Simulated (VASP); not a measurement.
The system is Sn.

```
CELL_PARAMETERS angstrom
-2.94014 2.94014 1.59930
2.94014 -2.94014 1.59930
2.94014 2.94014 -1.59930
ATOMIC_POSITIONS crystal
Sn 0.00000 0.00000 0.00000
Sn 0.75000 0.25000 0.50000
```

Program: VASP 6.6.1. Alike in all runs: potentials or basis VASP PAW PBE potentials, release 64 (Sn_d); cell as given.

**Question.** Order these runs on this cell by their pressure, lowest first.
A. level r2SCAN50; spin off; k mesh 4 × 4 × 4; cutoff (eV) 520; smearing fermi-dirac 0.05 eV; grid for exact exchange (PRECFOCK) Normal; share of exact exchange 0.5
B. level rpbe exchange, lyp correlation; spin collinear; k mesh 9 × 9 × 9; cutoff (eV) 500; smearing fermi-dirac 0.1 eV
C. level PBE; spin off; k mesh 9 × 9 × 9; cutoff (eV) 520; smearing gaussian 0.014 eV
D. level pbesol exchange, pbe correlation; spin collinear; fixed moment (μB) 1.0; k mesh 9 × 9 × 9; cutoff (eV) 500; smearing fermi-dirac 0.1 eV

**Answer.** A (-3.2 GPa), D (-0.6 GPa), C (1.3 GPa), B (7.3 GPa).

Caveats: some runs use coarse meshes; the PAW data sets were made with another functional, which shifts forces and pressure a little (at least some runs); the total moment is fixed, so each spin has its own Fermi level and the state may be an excited one (at least some runs); the cell stands under pressure (at least some runs).
